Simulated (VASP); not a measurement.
# P (P4/mmm) in VASP: further runs, part 2 of 2

VASP 6.6.1. The steps go on from the part before.

### 3 Single point, PBEsol+D3(BJ)

This run uses another cell than the first one, of the same volume but with other edges.

Input file INCAR:

```
SYSTEM = P
PREC     = Accurate       ! precision mode
ENCUT    = 520            ! plane-wave cutoff, eV
EDIFF    = 1E-7           ! SCF threshold, eV
ISMEAR   = 0              ! smearing method
SIGMA    = 0.15           ! smearing width, eV
LREAL    = .FALSE.        ! projectors in reciprocal space
LASPH    = .TRUE.         ! aspherical terms in the spheres
NELM     = 80             ! most SCF steps
ALGO     = Normal         ! electronic algorithm
ISIF     = 2              ! what is computed and relaxed
LWAVE    = .FALSE.        ! write WAVECAR
LCHARG   = .FALSE.        ! write CHGCAR
GGA      = PS             ! functional
IVDW     = 12             ! dispersion correction
NBANDS   = 8              ! bands
```

Input file KPOINTS:

```
Automatic mesh
0
G
  28 28 28
  0 0 0
```

Input file POSCAR:

```
P
1.0
    2.5235521839      0.0000000000      0.0000000000
    0.0000000000      2.5235521839      0.0000000000
    0.0000000000      0.0000000000      2.1451697381
P
1
Direct
    0.0000000000      0.0000000000      0.0000000000
```

Potentials or basis: VASP PAW PBE potentials, release 64 (P).

Started as:

```console
$ cat potpaw_PBE.64/P/POTCAR > POTCAR
$ mpirun -np 1 vasp_std > vasp.out
```

OUTCAR:

```text
SYSTEM = P
   PREC = Accurate
   ENCUT = 520
   EDIFF = 1E-7
   ISMEAR = 0
   LREAL = .FALSE.
   LASPH = .TRUE.
   NELM = 80
   ISIF = 2
   GGA = PS
   IVDW = 12
 IVDW          = 12

 ion  position               nearest neighbor table
   1  0.000  0.000  0.000-

  LATTYP: Found a simple tetragonal cell.
 ALAT       =     2.5235521839
 C/A-ratio  =     0.8500595913

  Lattice vectors:

 A1 = (   2.5235521839,   0.0000000000,   0.0000000000)
 A2 = (   0.0000000000,   2.5235521839,   0.0000000000)
 A3 = (   0.0000000000,   0.0000000000,   2.1451697381)

Analysis of symmetry for initial positions (statically):
=====================================================================
 Subroutine PRICEL returns:
 Original cell was already a primitive cell.

 Routine SETGRP: Setting up the symmetry group for a
 simple tetragonal supercell.

 Subroutine GETGRP returns: Found 16 space group operations
 (whereof 16 operations were pure point group operations)
 out of a pool of 16 trial point group operations.

The static configuration has the point symmetry D_4h.

Analysis of symmetry for dynamics (positions and initial velocities):
=====================================================================
 Subroutine PRICEL returns:
 Original cell was already a primitive cell.

 Routine SETGRP: Setting up the symmetry group for a
 simple tetragonal supercell.

 Subroutine GETGRP returns: Found 16 space group operations
 (whereof 16 operations were pure point group operations)
 out of a pool of 16 trial point group operations.

The dynamic configuration has the point symmetry D_4h.

 Subroutine INISYM returns: Found 16 space group operations
 (whereof 16 operations are pure point group operations),
 and found     1 'primitive' translations

[... 112 lines left out ...]
     AMIX_MAG =   1.60;   BMIX_MAG =  1.00
  volume/ion in A,a.u.               =      13.66        92.19
  Fermi-wavevector in a.u.,A,eV,Ry     =   1.171034  2.212933 18.657942  1.371320
  Thomas-Fermi vector in A             =   2.307484
   LORBIT       =      0    0 simple, 1 ext, 2 COOP (PROOUT), +10 PAW based schemes
   GGA     = PS    functional components
   LHFCALC =     F    Hartree Fock is set to
   AEXX    =    0.0000 exact exchange contribution
   IVDW    =    12    specifies the selected vdW correction
   LEPSILON=     F    determine dielectric tensor
   LRPA    =     F    only Hartree local field effects (RPA)
 non-spin polarized calculation
 Gauss-broadening in eV      SIGMA  =   0.15
  energy-cutoff  :      520.00
  volume of cell :       13.66
 maximum number of plane-waves:       392
 NGX is ok and might be reduce to    20

 number of electron       4.9999999 magnetization

 Free energy of the ion-electron system (eV)
  ---------------------------------------------------
  ext. energy  EPLUGINS =         0.00000000
  ---------------------------------------------------
  free energy    TOTEN  =        -5.51878657 eV

  energy without entropy =       -5.51581201  energy(sigma->0) =       -5.51729929

 E-fermi :  10.4404     XC(G=0): -11.6266

 val. band max:       10.4279228703   @ k =   0.2500   0.2143   0.3571
 cond. band min:      10.4436432906   @ k =   0.2143   0.1429   0.0714
 fundamental gap:      0.0157204203
 Fermi energy:        10.4404406006

 k-point     1 :       0.0000    0.0000    0.0000
  band No.  band energies     occupation
      1      -6.8734      2.00000
      2      13.4076      0.00000
      3      13.4076      0.00000
      4      16.0931      0.00000
      5      16.8960      0.00000
      6      21.3189      0.00000
      7      27.0111      0.00000
      8      32.4969      0.00000
[... 243 lines left out ...]
 k-point    24 :       0.3214    0.0357    0.0000
  band No.  band energies     occupation
      1      -4.8305      2.00000
      2       4.1030      2.00000
      3      14.4208      0.00000
      4      18.5684      0.00000
      5      22.7439      0.00000
      6      24.6193      0.00000
      7      26.2891      0.00000
      8      28.9879      0.00000

 [... further k-points ...]

------------------------ aborting loop because EDIFF is reached ----------------------------------------

 Edisp (eV)   -0.41519

 E8    (eV) :    -0.2464

  FORCE on cell =-STRESS in cart. coord.  units (eV):
  Direction    XX          YY          ZZ          XY          YZ          ZX
  --------------------------------------------------------------------------------------
  -------------------------------------------------------------------------------------
  Total      -0.98889    -0.98889     3.98669     0.00000     0.00000     0.00000
  in kB    -115.97749  -115.97749   467.55928     0.00000     0.00000     0.00000
  external pressure =       78.53 kB  Pullay stress =        0.00 kB

 VOLUME and BASIS-vectors are now :
 -----------------------------------------------------------------------------
  energy-cutoff  :      520.00
  volume of cell :       13.66
      direct lattice vectors                 reciprocal lattice vectors
     2.523552184  0.000000000  0.000000000     0.396266820  0.000000000  0.000000000
     0.000000000  2.523552184  0.000000000     0.000000000  0.396266820  0.000000000
     0.000000000  0.000000000  2.145169738     0.000000000  0.000000000  0.466163578

 POSITION                                       TOTAL-FORCE (eV/Angst)
 -----------------------------------------------------------------------------------
      0.00000      0.00000      0.00000         0.000000      0.000000      0.000000
 -----------------------------------------------------------------------------------
    total drift:                               -0.000000      0.000000     -0.000000

  FREE ENERGIE OF THE ION-ELECTRON SYSTEM (eV)
  ---------------------------------------------------
  free  energy   TOTEN  =        -5.9339796198 eV

  energy  without entropy=       -5.9310050568  energy(sigma->0) =       -5.93249234
```

OSZICAR:

```text
N       E                     dE             d eps       ncg     rms          rms(c)
DAV:   1     0.336744298742E+00    0.33674E+00   -0.21873E+03 30496   0.455E+02
DAV:   2    -0.549846104544E+01   -0.58352E+01   -0.55406E+01 41752   0.501E+01
DAV:   3    -0.554888469250E+01   -0.50424E-01   -0.50377E-01 32520   0.524E+00
DAV:   4    -0.554895461677E+01   -0.69924E-04   -0.69923E-04 46336   0.209E-01
DAV:   5    -0.554895466822E+01   -0.51449E-07   -0.51549E-07 32704   0.306E-03    0.567E+00
DAV:   6    -0.552765358774E+01    0.21301E-01   -0.13010E-02 35984   0.622E-01    0.335E+00
DAV:   7    -0.551889312565E+01    0.87605E-02   -0.20920E-02 36392   0.833E-01    0.103E-01
DAV:   8    -0.551878196819E+01    0.11116E-03   -0.16045E-03 31040   0.288E-01    0.635E-02
DAV:   9    -0.551878479146E+01   -0.28233E-05   -0.25518E-05 41576   0.419E-02    0.505E-02
DAV:  10    -0.551878660185E+01   -0.18104E-05   -0.26193E-06 35800   0.121E-02    0.383E-02
DAV:  11    -0.551878657260E+01    0.29255E-07   -0.13102E-07 31584   0.222E-03
   1 F= -.59339796E+01 E0= -.59324923E+01  d E =-.297456E-02
```

stdout:

```text
POSCAR found type information on POSCAR P
 POSCAR found :  1 types and       1 ions
 scaLAPACK will be used
 -----------------------------------------------------------------------------
|                                                                             |
|                                                                             |
|     You enforced a specific xc type in the INCAR file but a different       |
|     I HOPE YOU KNOW WHAT YOU ARE DOING!                                     |
|                                                                             |
 -----------------------------------------------------------------------------

 LDA part: xc-table for (Slater+PW92), standard interpolation
 POSCAR, INCAR and KPOINTS ok, starting setup
 FFT: planning ... GRIDC
 FFT: planning ... GRID_SOFT
 FFT: planning ... GRID
 WAVECAR not read
 entering main loop
```

Run time: 1.9 min. Hardware: 1 thread of AMD EPYC 7R43 (Zen 3), shared host; peak memory 0.24 GiB.

What came out:

```yaml
Free_energy: -5.9340 eV
Pressure: 7.9 GPa
Dispersion_energy_per_atom: -0.415 eV
```

Stress tensor (GPa, compression positive):
```
-11.60   0.00   0.00
  0.00 -11.60   0.00
  0.00   0.00  46.76
```

Levels at points of the mesh, in eV from the Fermi level:
| k point | band 1 | band 2 | band 3 | band 4 | band 5 | band 6 | band 7 | band 8 |
| --- | --- | --- | --- | --- | --- | --- | --- | --- |
| (0.00, 0.00, 0.00) | -17.31 | 2.97 | 2.97 | 5.65 | 6.46 | 10.88 | 16.57 | 22.06 |
| (0.50, 0.00, 0.00) | -13.69 | -9.26 | 5.35 | 8.55 | 12.70 | 13.16 | 15.95 | 19.02 |
| (0.50, 0.50, 0.00) | -9.93 | -6.25 | -6.25 | 0.27 | 15.27 | 17.99 | 21.73 | 21.73 |
| (0.00, 0.00, 0.50) | -10.12 | -9.40 | 8.05 | 8.05 | 10.34 | 12.22 | 12.22 | 15.10 |
| (0.50, 0.00, 0.50) | -6.77 | -5.87 | -3.57 | 0.80 | 10.23 | 14.21 | 17.28 | 18.09 |
| (0.50, 0.50, 0.50) | -4.41 | -0.87 | -0.87 | -0.56 | 3.84 | 3.84 | 6.22 | 11.09 |

Caveat: the PAW data sets were made with another functional, which shifts forces and pressure a little; pairwise dispersion overbinds metals, which lowers pressure and volume.
